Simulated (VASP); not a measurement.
# KZnF3 (Pm-3m) in VASP: notebook, part 2 of 2

VASP 6.6.1. Earlier steps stand in the parts before.

**6. Single point, PBE**

INCAR

```
PREC = Accurate
ENCUT = 600
EDIFF = 1E-6
ISMEAR = -1
SIGMA = 0.0019
LREAL = False
LASPH = True
NELM = 120
ALGO = Normal
ISIF = 2
LWAVE = False
LCHARG = False
GGA = PE
NBANDS = 29
GGA_COMPAT = False
```

KPOINTS

```
Automatic mesh
0
Gamma
  4 4 4
```

POSCAR

```
KZnF3
1.0
    4.0474167900      0.0000000000      0.0000000000
    0.0000000000      4.0474167900      0.0000000000
    0.0000000000      0.0000000000      4.0474167900
K Zn F
1 1 3
Direct
    0.0000000000      0.0000000000      0.0000000000
    0.5000000000      0.5000000000      0.5000000000
    0.0000000000      0.5000000000      0.5000000000
    0.5000000000      0.0000000000      0.5000000000
    0.5000000000      0.5000000000      0.0000000000
```

Potentials or basis: VASP PAW PBE potentials, release 64 (K_sv, Zn, F).

Launch:

```
$ cat potpaw_PBE.64/K_sv/POTCAR potpaw_PBE.64/Zn/POTCAR potpaw_PBE.64/F/POTCAR > POTCAR
$ mpirun -np 1 vasp_std > vasp.out
```

OUTCAR:

```text
PREC = Accurate
   ENCUT = 600
   EDIFF = 1E-6
   ISMEAR = -1
   LREAL = False
   LASPH = True
   NELM = 120
   ISIF = 2
   GGA = PE

 ion  position               nearest neighbor table
   1  0.000  0.000  0.000-
   2  0.500  0.500  0.500-   3 2.02   4 2.02   5 2.02   5 2.02   4 2.02   3 2.02
   3  0.000  0.500  0.500-   2 2.02   2 2.02
   4  0.500  0.000  0.500-   2 2.02   2 2.02
   5  0.500  0.500  0.000-   2 2.02   2 2.02

  LATTYP: Found a simple cubic cell.
 ALAT       =     4.0474167900

  Lattice vectors:

 A1 = (   4.0474167900,   0.0000000000,   0.0000000000)
 A2 = (   0.0000000000,   4.0474167900,   0.0000000000)
 A3 = (   0.0000000000,   0.0000000000,   4.0474167900)

Analysis of symmetry for initial positions (statically):
=====================================================================
 Subroutine PRICEL returns:
 Original cell was already a primitive cell.

 Routine SETGRP: Setting up the symmetry group for a
 simple cubic supercell.

[... 153 lines left out ...]

  energy without entropy =      -20.26669407  energy(sigma->0) =      -20.26669407

 E-fermi :  -0.6639     XC(G=0):  -9.8889

 val. band max:       -0.7386379955   @ k =   0.5000   0.5000   0.5000
 cond. band min:       3.0603461472   @ k =   0.0000   0.0000   0.0000
 fundamental gap:      3.7989841427
 Fermi energy:        -0.6638936833

 k-point     1 :       0.0000    0.0000    0.0000
  band No.  band energies     occupation
      1     -27.8407      2.00000
      2     -22.3679      2.00000
      3     -21.7385      2.00000
      4     -21.7385      2.00000
      5     -11.3275      2.00000
      6     -11.3275      2.00000
[... 309 lines left out ...]
     28      11.7883      0.00000
     29      12.7688      0.00000

------------------------ aborting loop because EDIFF is reached ----------------------------------------

  FORCE on cell =-STRESS in cart. coord.  units (eV):
  Direction    XX          YY          ZZ          XY          YZ          ZX
  --------------------------------------------------------------------------------------
  -------------------------------------------------------------------------------------
  Total        2.0760228      2.0760228      2.0760228      0.0000000      0.0000000     -0.0000000
  in kB       50.1659361     50.1659361     50.1659361      0.0000000      0.0000000     -0.0000000
  external PRESSURE =      50.1659361 kB  Pullay stress =       0.0000000 kB

 VOLUME and BASIS-vectors are now :
 -----------------------------------------------------------------------------
  energy-cutoff  :      600.00
  volume of cell :       66.30
      direct lattice vectors                 reciprocal lattice vectors
     4.047416790  0.000000000  0.000000000     0.247071170  0.000000000  0.000000000
     0.000000000  4.047416790  0.000000000     0.000000000  0.247071170  0.000000000
     0.000000000  0.000000000  4.047416790     0.000000000  0.000000000  0.247071170

 POSITION                                       TOTAL-FORCE (eV/Angst)
 -----------------------------------------------------------------------------------
      0.00000      0.00000      0.00000         0.000000      0.000000      0.000000
      2.02371      2.02371      2.02371         0.000000      0.000000      0.000000
      0.00000      2.02371      2.02371         0.000000      0.000000      0.000000
      2.02371      0.00000      2.02371         0.000000      0.000000      0.000000
      2.02371      2.02371      0.00000         0.000000      0.000000      0.000000
 -----------------------------------------------------------------------------------
    total drift:                                0.000000     -0.000000     -0.000000

  FREE ENERGIE OF THE ION-ELECTRON SYSTEM (eV)
  ---------------------------------------------------
  free  energy   TOTEN  =       -20.2666940742 eV

  energy  without entropy=      -20.2666940742  energy(sigma->0) =      -20.26669407
```

stdout:

```text
POSCAR found type information on POSCAR K ZnF
 POSCAR found :  3 types and       5 ions
 scaLAPACK will be used
 LDA part: xc-table for (Slater+PW92), standard interpolation
 POSCAR, INCAR and KPOINTS ok, starting setup
 FFT: planning ... GRIDC
 FFT: planning ... GRID_SOFT
 FFT: planning ... GRID
 WAVECAR not read
 entering main loop
```

Wall time 28 s (1 thread of Intel Xeon 8259CL, shared host); peak memory 0.19 GiB.

What came out:

```yaml
Free_energy: -20.2667 eV
Pressure: 5.0 GPa
Band_gap_on_the_k_mesh: 3.80 eV (least direct gap 5.67 eV)
```

Levels at points of the mesh, in eV from the valence-band top:
```csv
k point,band 19,band 20,band 21,band 22,band 23,band 24
"(0.00, 0.00, 0.00)",-1.87,-1.87,-1.87,3.80,8.69,8.69
"(0.50, 0.00, 0.00)",-1.71,-1.71,-1.58,6.57,8.30,9.64
"(0.50, 0.50, 0.00)",-1.80,-1.52,0.00,8.05,10.12,10.16
"(0.50, 0.50, 0.50)",-1.50,0.00,0.00,8.43,8.43,8.43
```

Caveat: the cell stands under pressure. A k mesh can miss the band edges.

**7. Overview**

| level | potentials or basis | smearing | gap on the mesh (eV) | pressure (GPa) |
| --- | --- | --- | --- | --- |
| PBE+D3(BJ) | VASP PAW PBE potentials, release 64 (K_sv, Zn, F) | gaussian 0.1 eV | 3.80 | 3.2 |
| LDA | VASP PAW LDA potentials, release 64 (K_sv, Zn, F) | gaussian 0.01 eV | 3.60 | -4.3 |
| LDA | VASP PAW LDA potentials, release 64 (K_sv, Zn, F) | gaussian 0.1 eV | 3.60 | -4.3 |
| PBE | VASP PAW PBE potentials, release 64 (K_sv, Zn, F) | fermi-dirac 0.0019 eV | 3.80 | 5.0 |

Alike in all rows: task single point; no spin polarisation; cell as given; k mesh 4 × 4 × 4; cutoff (eV) 600.

Caveats: the cell stands under pressure (at least some runs); the cell stands under tension (at least some runs).

Total energies depend on the potentials used, so only differences within one code and one set of settings carry meaning.
